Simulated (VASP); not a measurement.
Here is a VASP 6.6.1 calculation.

Contents of INCAR:

```
  ALGO = Normal
  EDIFF = 1E-6
  ENCUT = 520
  GGA = PS
  ISIF = 2
  ISMEAR = 0
  LASPH = True
  LCHARG = False
  LREAL = False
  LWAVE = False
  NBANDS = 52
  NELM = 60
  PREC = Accurate
  SIGMA = 0.15
```

Contents of KPOINTS:

```
k-points
0
Gamma
  9 9 8
```

POSCAR

```
Zr3O
1.0
    5.4682318713      0.0000000000      0.0000000000
   -2.7341159356      4.7356277143      0.0000000000
    0.0000000000      0.0000000000      5.3769123990
Zr O
6 2
Direct
    0.3126109405      0.0000000000      0.0000000000
    0.3126109405      0.3126109405      0.5000000000
    0.0000000000      0.3126109405      0.0000000000
    0.6873890595      0.0000000000      0.5000000000
    0.6873890595      0.6873890595      0.0000000000
    0.0000000000      0.6873890595      0.5000000000
    0.3333333333      0.6666666667      0.2500000000
    0.6666666667      0.3333333333      0.7500000000
```

Potentials or basis: VASP PAW PBE potentials, release 64 (Zr_sv, O).

Run with:

```bash
$ cat potpaw_PBE.64/Zr_sv/POTCAR potpaw_PBE.64/O/POTCAR > POTCAR
$ mpirun -np 1 vasp_std > vasp.out
```

(1) Estimate the pressure.

(2) Predict the band gap on the k mesh.

Answers

(1) -1.1 GPa.

(2) zero (bands 42 and 43 overlap by 0.30 eV).

Caveat: the stress differs along the axes, from -5 to 1 GPa; the PAW data sets were made with another functional, which shifts forces and pressure a little.
